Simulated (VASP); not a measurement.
# B (R-3m) in VASP: notebook

Runs on B. Level: r2SCAN. Tasks: single point, relaxation of shape and atoms at fixed volume.

Program: VASP 6.6.1. These are calculated values, not measurements. Logs are shortened: lines on timing, memory, paths and dates and some standing lists are left out, and cuts for length are marked.

### 1 The cell of the first run

The structure is trigonal, space group R-3m (No. 166). Conventional cell: a = 4.918 Å, b = 4.918 Å, c = 12.581 Å, α = 90.00°, β = 90.00°, γ = 120.00°. B (site symmetry m) has 6 B at 1.67 to 1.81 Å within 2.2 Å. Within 2.4 Å of B (site symmetry m) lie 7 B at 1.79 to 2.01 Å.

### 2 Single point, r2SCAN

POSCAR reads:

```
B
1.0
    2.4589500000      1.4196754444      4.1935000000
   -2.4589500000      1.4196754444      4.1935000000
    0.0000000000     -2.8393508888      4.1935000000
B
12
Direct
    0.0101900000      0.6536100000      0.0101900000
    0.0101900000      0.0101900000      0.6536100000
    0.6536100000      0.0101900000      0.0101900000
    0.9898100000      0.3463900000      0.9898100000
    0.3463900000      0.9898100000      0.9898100000
    0.9898100000      0.9898100000      0.3463900000
    0.2211800000      0.6306000000      0.2211800000
    0.2211800000      0.2211800000      0.6306000000
    0.6306000000      0.2211800000      0.2211800000
    0.7788200000      0.3694000000      0.7788200000
    0.3694000000      0.7788200000      0.7788200000
    0.7788200000      0.7788200000      0.3694000000
```

INCAR.step1 reads:

```
SYSTEM = B
PREC = Accurate
ENCUT = 550
ISMEAR = 0
SIGMA = 0.1
LREAL = .FALSE.
LASPH = .TRUE.
NELM = 120
NBANDS = 30
GGA = PE
ALGO = Normal
EDIFF = 1E-5
LWAVE = .TRUE.
LCHARG = .FALSE.
GGA_COMPAT = .FALSE.
```

INCAR.step2 reads:

```
SYSTEM = B
PREC = Accurate
ENCUT = 550
EDIFF = 1E-6
ISMEAR = 0
SIGMA = 0.1
LREAL = .FALSE.
LASPH = .TRUE.
NELM = 120
ALGO = Normal
ISIF = 2
LWAVE = .FALSE.
LCHARG = .TRUE.
METAGGA = R2SCAN
LMIXTAU = .TRUE.
LELF = .TRUE.
LVHAR = .TRUE.
NBANDS = 30
ISTART = 1
GGA_COMPAT = .FALSE.
```

KPOINTS reads:

```
Automatic mesh
0
G
  6 6 6
  0 0 0
```

Potentials or basis: VASP PAW PBE potentials, release 64 (B).

Launch:

```sh
> cat potpaw_PBE.64/B/POTCAR > POTCAR
> cp INCAR.step1 INCAR
> mpirun -np 1 vasp_std > vasp.out
> cp INCAR.step2 INCAR
> mpirun -np 1 vasp_std > vasp.out
```

OUTCAR:

```text
SYSTEM = B
   PREC = Accurate
   ENCUT = 550
   EDIFF = 1E-6
   ISMEAR = 0
   LREAL = .FALSE.
   LASPH = .TRUE.
   NELM = 120
   ISIF = 2
   METAGGA = R2SCAN
   ISTART = 1

 ion  position               nearest neighbor table
   1  0.010  0.654  0.010-   4 1.67   2 1.75   3 1.75   7 1.80  11 1.81  12 1.81
   2  0.010  0.010  0.654-   6 1.67   3 1.75   1 1.75   8 1.80  10 1.81  11 1.81
   3  0.654  0.010  0.010-   5 1.67   2 1.75   1 1.75   9 1.80  10 1.81  12 1.81
   4  0.990  0.346  0.990-   1 1.67   6 1.75   5 1.75  10 1.80   9 1.81   8 1.81
   5  0.346  0.990  0.990-   3 1.67   6 1.75   4 1.75  11 1.80   7 1.81   8 1.81
   6  0.990  0.990  0.346-   2 1.67   4 1.75   5 1.75  12 1.80   9 1.81   7 1.81
   7  0.221  0.631  0.221-  11 1.79  12 1.79   1 1.80   5 1.81   6 1.81   8 2.01   9 2.01
   8  0.221  0.221  0.631-  10 1.79  11 1.79   2 1.80   4 1.81   5 1.81   7 2.01   9 2.01
   9  0.631  0.221  0.221-  10 1.79  12 1.79   3 1.80   4 1.81   6 1.81   8 2.01   7 2.01
  10  0.779  0.369  0.779-   9 1.79   8 1.79   4 1.80   3 1.81   2 1.81  12 2.01  11 2.01
  11  0.369  0.779  0.779-   7 1.79   8 1.79   5 1.80   1 1.81   2 1.81  12 2.01  10 2.01
  12  0.779  0.779  0.369-   7 1.79   9 1.79   6 1.80   3 1.81   1 1.81  10 2.01  11 2.01

  LATTYP: Found a trigonal (rhomboedric) cell.
 ALAT       =     5.0643218421
 COS(alpha) =     0.5284944640

  Lattice vectors:

 A1 = (   2.4589500000,   1.4196754444,   4.1935000000)
 A2 = (  -2.4589500000,   1.4196754444,   4.1935000000)
 A3 = (   0.0000000000,  -2.8393508888,   4.1935000000)

Analysis of symmetry for initial positions (statically):
=====================================================================
 Subroutine PRICEL returns:
 Original cell was already a primitive cell.

 Routine SETGRP: Setting up the symmetry group for a
 trigonal (rhombohedral) supercell.

 Subroutine GETGRP returns: Found 12 space group operations
 (whereof 12 operations were pure point group operations)
 out of a pool of 12 trial point group operations.

The static configuration has the point symmetry D_3d.

Analysis of symmetry for dynamics (positions and initial velocities):
=====================================================================
 Subroutine PRICEL returns:
 Original cell was already a primitive cell.

 Routine SETGRP: Setting up the symmetry group for a
 trigonal (rhombohedral) supercell.

 Subroutine GETGRP returns: Found 12 space group operations
 (whereof 12 operations were pure point group operations)
 out of a pool of 12 trial point group operations.

The dynamic configuration has the point symmetry D_3d.

[... 132 lines left out ...]
   EFERMI =   0.00;   METHOD = LEGACY
   ISMEAR =     0;   SIGMA  =   0.10  broadening in eV -4-tet -1-fermi 0-gaus
   EFERMI_NEDOS =   21; number of points for ismear=-14 and -15
   IALGO  =     38    algorithm
   IMIX   =      4    mixing-type and parameters
     AMIX     =   0.40;   BMIX     =  1.00
     AMIX_MAG =   1.60;   BMIX_MAG =  1.00
  volume/ion in A,a.u.               =       7.32        49.39
  Fermi-wavevector in a.u.,A,eV,Ry     =   1.216056  2.298012 20.120177  1.478791
  Thomas-Fermi vector in A             =   2.351422
   LORBIT       =      0    0 simple, 1 ext, 2 COOP (PROOUT), +10 PAW based schemes
   METAGGA = R2SCAN    functional components
   LHFCALC =     F    Hartree Fock is set to
   AEXX    =    0.0000 exact exchange contribution
   IVDW    =     0    specifies the selected vdW correction
   LEPSILON=     F    determine dielectric tensor
   LRPA    =     F    only Hartree local field effects (RPA)
 non-spin polarized calculation
 Gauss-broadening in eV      SIGMA  =   0.10
  energy-cutoff  :      550.00
  volume of cell :       87.83
 maximum number of plane-waves:      2593
   NGX = 19   NGY = 19   NGZ = 19

 number of electron      36.0000000 magnetization

 Free energy of the ion-electron system (eV)
  ---------------------------------------------------
  ext. energy  EPLUGINS =         0.00000000
  ---------------------------------------------------
  free energy    TOTEN  =       -88.11727483 eV

  energy without entropy =      -88.11727483  energy(sigma->0) =      -88.11727483

 E-fermi :   6.2659     XC(G=0): -12.2533

 val. band max:        5.8665192109   @ k =   0.5000   0.5000   0.5000
 cond. band min:       7.3993049843   @ k =   0.5000   0.5000  -0.0000
 fundamental gap:      1.5327857734
 Fermi energy:         6.2659251175

 k-point     1 :       0.0000    0.0000    0.0000
  band No.  band energies     occupation
      1     -11.2199      2.00000
      2      -5.2258      2.00000
      3      -4.9653      2.00000
      4      -4.9653      2.00000
      5      -3.7327      2.00000
      6      -3.1038      2.00000
[... 781 lines left out ...]
     29      15.2232      0.00000
     30      16.2454      0.00000

 [... further k-points ...]

------------------------ aborting loop because EDIFF is reached ----------------------------------------

  FORCE on cell =-STRESS in cart. coord.  units (eV):
  Direction    XX          YY          ZZ          XY          YZ          ZX
  --------------------------------------------------------------------------------------
  -------------------------------------------------------------------------------------
  Total       -1.8824707     -1.8824707     -1.9540647      0.0000000     -0.0000000     -0.0000000
  in kB      -34.3377746    -34.3377746    -35.6437068      0.0000000     -0.0000000     -0.0000000
  external PRESSURE =     -34.7730853 kB  Pullay stress =       0.0000000 kB

 VOLUME and BASIS-vectors are now :
 -----------------------------------------------------------------------------
  energy-cutoff  :      550.00
  volume of cell :       87.83
      direct lattice vectors                 reciprocal lattice vectors
     2.458950000  1.419675444  4.193500000     0.203338823  0.117397724  0.079488097
    -2.458950000  1.419675444  4.193500000    -0.203338823  0.117397724  0.079488097
     0.000000000 -2.839350889  4.193500000     0.000000000 -0.234795449  0.079488097

 POSITION                                       TOTAL-FORCE (eV/Angst)
 -----------------------------------------------------------------------------------
     -1.58214      0.91345      2.82638        -0.121954      0.070410      0.087414
      0.00000     -1.82690      2.82638        -0.000000     -0.140820      0.087414
      1.58214      0.91345      2.82638         0.121954      0.070410      0.087414
      1.58214     -0.91345      9.75412         0.121954     -0.070410     -0.087414
     -1.58214     -0.91345      9.75412        -0.121954     -0.070410     -0.087414
      0.00000      1.82690      9.75412        -0.000000      0.140820     -0.087414
     -1.00674      0.58124      4.49946        -0.196919      0.113691     -0.055359
      0.00000     -1.16249      4.49946        -0.000000     -0.227382     -0.055359
      1.00674      0.58124      4.49946         0.196919      0.113691     -0.055359
      1.00674     -0.58124      8.08104         0.196919     -0.113691      0.055359
     -1.00674     -0.58124      8.08104        -0.196919     -0.113691      0.055359
      0.00000      1.16249      8.08104        -0.000000      0.227382      0.055359
 -----------------------------------------------------------------------------------
    total drift:                               -0.000000      0.000000     -0.000000

  FREE ENERGIE OF THE ION-ELECTRON SYSTEM (eV)
  ---------------------------------------------------
  free  energy   TOTEN  =       -88.1172748324 eV

  energy  without entropy=      -88.1172748324  energy(sigma->0) =      -88.11727483
```

It took 14 min on 1 thread of Intel Xeon 8259CL, shared host; peak memory 0.28 GiB.

Results:

```
Free energy            : -88.1173 eV
Pressure               : -3.5 GPa
Largest force          : 0.234 eV/Å
Band gap on the k mesh : 1.53 eV (least direct gap 1.97 eV)
```

Forces in eV/Å, atoms in the order of the input:
```
B   -0.122  0.070  0.087
B    0.000 -0.141  0.087
B    0.122  0.070  0.087
B    0.122 -0.070 -0.087
B   -0.122 -0.070 -0.087
B    0.000  0.141 -0.087
B   -0.197  0.114 -0.055
B    0.000 -0.227 -0.055
B    0.197  0.114 -0.055
B    0.197 -0.114  0.055
B   -0.197 -0.114  0.055
B    0.000  0.227  0.055
```

Levels at points of the mesh, in eV from the valence-band top:
| k point | band 14 | band 15 | band 16 | band 17 | band 18 | band 19 | band 20 | band 21 | band 22 | band 23 |
| --- | --- | --- | --- | --- | --- | --- | --- | --- | --- | --- |
| (0.00, 0.00, 0.00) | -4.63 | -1.46 | -0.99 | -0.99 | -0.38 | 1.59 | 4.80 | 4.80 | 5.01 | 5.01 |
| (0.50, 0.00, 0.00) | -3.32 | -2.81 | -2.10 | -1.79 | -0.75 | 2.08 | 3.32 | 3.86 | 5.06 | 5.25 |
| (0.50, 0.50, 0.00) | -3.38 | -3.08 | -2.82 | -2.22 | -2.11 | 1.53 | 2.81 | 2.92 | 3.68 | 5.65 |
| (0.50, 0.50, 0.50) | -3.71 | -3.11 | -1.95 | -1.95 | 0.00 | 2.75 | 2.90 | 2.90 | 5.19 | 5.19 |

Caveat: the cell stands under tension; the PAW data sets were made with another functional, which shifts forces and pressure a little. A k mesh can miss the band edges.

### 3 Relaxation of shape and atoms at fixed volume, r2SCAN (6.57 Å³/atom)

This run uses another cell than the first one, of 6.57 Å³/atom.

POSCAR reads:

```
B
1.0
    2.3709672403      1.3688785745      4.0505035060
   -2.3709672403      1.3688785745      4.0505035060
    0.0000000000     -2.7377571488      4.0505035060
B
12
Direct
    0.0107949188      0.6531408215      0.0107949188
    0.0107949188      0.0107949188      0.6531408215
    0.6531408215      0.0107949188      0.0107949188
    0.9892050812      0.3468591785      0.9892050812
    0.3468591785      0.9892050812      0.9892050812
    0.9892050812      0.9892050812      0.3468591785
    0.2226896477      0.6286291112      0.2226896477
    0.2226896477      0.2226896477      0.6286291112
    0.6286291112      0.2226896477      0.2226896477
    0.7773103523      0.3713708888      0.7773103523
    0.3713708888      0.7773103523      0.7773103523
    0.7773103523      0.7773103523      0.3713708888
```

INCAR.step1 reads:

```
SYSTEM = B
  PREC = Accurate
  ENCUT = 600
  ISMEAR = 0
  SIGMA = 0.02
  LREAL = .FALSE.
  LASPH = .TRUE.
  NELM = 80
  GGA = PE
  ALGO = Normal
  EDIFF = 1E-4
  LWAVE = .TRUE.
  LCHARG = .FALSE.
  KPAR = 4
```

INCAR.step2 reads:

```
SYSTEM = B
  PREC = Accurate
  ENCUT = 600
  EDIFF = 1E-6
  ISMEAR = 0
  SIGMA = 0.02
  LREAL = .FALSE.
  LASPH = .TRUE.
  NELM = 80
  ALGO = Normal
  ISIF = 4
  LWAVE = .FALSE.
  LCHARG = .FALSE.
  METAGGA = R2SCAN
  LMIXTAU = .TRUE.
  IBRION = 2
  NSW = 50
  EDIFFG = -0.01
  ISTART = 1
  KPAR = 4
```

KPOINTS reads:

```
regular mesh
0
G
  9 9 9
  0 0 0
```

Potentials or basis: VASP PAW PBE potentials, release 64 (B).

Launch:

```sh
> cat potpaw_PBE.64/B/POTCAR > POTCAR
> cp INCAR.step1 INCAR
> mpirun -np 4 vasp_std > vasp.out
> cp INCAR.step2 INCAR
> mpirun -np 4 vasp_std > vasp.out
```

Wall time 32 min (4 MPI ranks of Oxide Virtual Turin-like, shared host); peak memory 0.31 GiB.

The run converged. Its results:

| Item | Value |
| --- | --- |
| Free energy | -87.5777 eV |
| Energy gained by relaxing | 0.7 meV/atom |
| Ionic steps | 7 |
| Pressure after relaxing | 24.5 GPa |
| Band gap on the k mesh | 1.14 eV (least direct gap 1.53 eV) |

Forces in eV/Å, atoms in the order of the input:
```
B   -0.001  0.001 -0.002
B    0.000 -0.002 -0.002
B    0.001  0.001 -0.002
B    0.001 -0.001  0.002
B   -0.001 -0.001  0.002
B    0.000  0.002  0.002
B    0.000  0.000  0.000
B    0.000  0.000  0.000
B    0.000  0.000  0.000
B    0.000  0.000  0.000
B    0.000  0.000  0.000
B    0.000  0.000  0.000
```

Stress tensor (GPa, compression positive):
```
24.43  0.00  0.00
 0.00 24.43  0.00
 0.00  0.00 24.55
```

The path:
```csv
step,energy change (eV),largest force (eV/Å),pressure (GPa),volume (Å³)
1,0.0000,0.3002,25.36,78.88
2,0.0012,0.2819,23.76,78.88
3,-0.0072,0.0901,24.56,78.88
4,-0.0069,0.1327,24.40,78.88
5,-0.0078,0.0274,24.49,78.88
6,-0.0079,0.0105,24.47,78.88
7,-0.0079,0.0029,24.47,78.88
```

Final structure:
```xyz
12
Lattice="2.3705 1.3686 4.0521 -2.3705 1.3686 4.0521 0.0000 -2.7372 4.0521" Properties=species:S:1:pos:R:3 pbc="T T T"
B    -1.5201    0.8776    2.7350
B     0.0000   -1.7553    2.7350
B     1.5201    0.8776    2.7350
B     1.5201   -0.8776    9.4212
B    -1.5201   -0.8776    9.4212
B     0.0000    1.7553    9.4212
B    -0.9560    0.5519    4.3550
B     0.0000   -1.1038    4.3550
B     0.9560    0.5519    4.3550
B     0.9560   -0.5519    7.8013
B    -0.9560   -0.5519    7.8013
B     0.0000    1.1038    7.8013
```

Levels at points of the mesh, in eV from the valence-band top:
```csv
k point,band 14,band 15,band 16,band 17,band 18,band 19,band 20,band 21,band 22,band 23
"(0.00, 0.00, 0.00)",-5.38,-1.99,-1.20,-1.20,-0.43,1.16,5.06,5.06,5.08,5.08
```

Caveat: the PAW data sets were made with another functional, which shifts forces and pressure a little. A k mesh can miss the band edges.
